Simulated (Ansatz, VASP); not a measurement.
Two plane-wave programs on InSb3

File POSCAR:

```
InSb3
1.0
    4.7726263037      0.0000000000      0.0000000000
    0.0000000000      4.7726263037      0.0000000000
    0.0000000000      0.0000000000      4.7726263037
In Sb
1 3
Direct
    0.0000000000      0.0000000000      0.0000000000
    0.5000000000      0.0000000000      0.5000000000
    0.0000000000      0.5000000000      0.5000000000
    0.5000000000      0.5000000000      0.0000000000
```

INCAR.step1

```
SYSTEM = InSb3
PREC = Accurate
ENCUT = 520
ISMEAR = 0
SIGMA = 0.1
LREAL = .FALSE.
LASPH = .TRUE.
NELM = 60
NBANDS = 22
GGA = PE
ALGO = Normal
EDIFF = 1E-4
LWAVE = .TRUE.
LCHARG = .FALSE.
```

Contents of INCAR.step2:

```
SYSTEM = InSb3
PREC = Accurate
ENCUT = 520
EDIFF = 1E-7
ISMEAR = 0
SIGMA = 0.1
LREAL = .FALSE.
LASPH = .TRUE.
NELM = 60
ALGO = Normal
ISIF = 2
LWAVE = .FALSE.
LCHARG = .FALSE.
METAGGA = R2SCAN
LMIXTAU = .TRUE.
NBANDS = 22
ISTART = 1
```

Contents of KPOINTS:

```
regular mesh
0
G
  10 10 10
  0 0 0
```

Input for Ansatz:

```yaml
crystal:
  lattice:
    - [4.7726263037, 0.0, 0.0]
    - [0.0, 4.7726263037, 0.0]
    - [0.0, 0.0, 4.7726263037]
  atoms:
    - { symbol: In, position: [0.0, 0.0, 0.0] }
    - { symbol: Sb, position: [0.5, 0.0, 0.5] }
    - { symbol: Sb, position: [0.0, 0.5, 0.5] }
    - { symbol: Sb, position: [0.5, 0.5, 0.0] }
basis:
  ecutwfc: 500
kpoints:
  mp_grid: { grid: [10, 10, 10] }
hamiltonian:
  xc: r2scan
scf:
  occupations: { method: gaussian, width: 0.1 }
output:
  forces: true
  stress: true
  eigenvalues: true
  write_density: true
  write_potential: true
  elf: true
  volumetric_format: npy
```

Alike in both runs: task single point; functional r2SCAN; k mesh 10 × 10 × 10; occupations gaussian, width 0.1 eV; no spin polarisation.

|  | VASP | Ansatz |
| --- | --- | --- |
| version | VASP 6.6.1 | Ansatz 0.2.0 |
| potentials or method | VASP PAW PBE potentials, release 64 (In_d, Sb), cutoff 520 eV | scalar-relativistic, plane waves, PAW |
| valence electrons in the cell | 28 | 58 |

|  | VASP | Ansatz | Ansatz less VASP |
| --- | --- | --- | --- |
| gap on the k mesh at the Fermi level (eV) | none | none | - |
| pressure (GPa) | 0.6 | 0.6 | +0.04 |

VASP's potentials were made for PBE, not for r2SCAN. A gap of «none» marks a metal or a gap that the smearing closes. VASP's potentials hold 28 valence electrons a cell and Ansatz's 58, so a difference there can come from the potentials and not from the codes.

Spin-orbit coupling is off throughout.
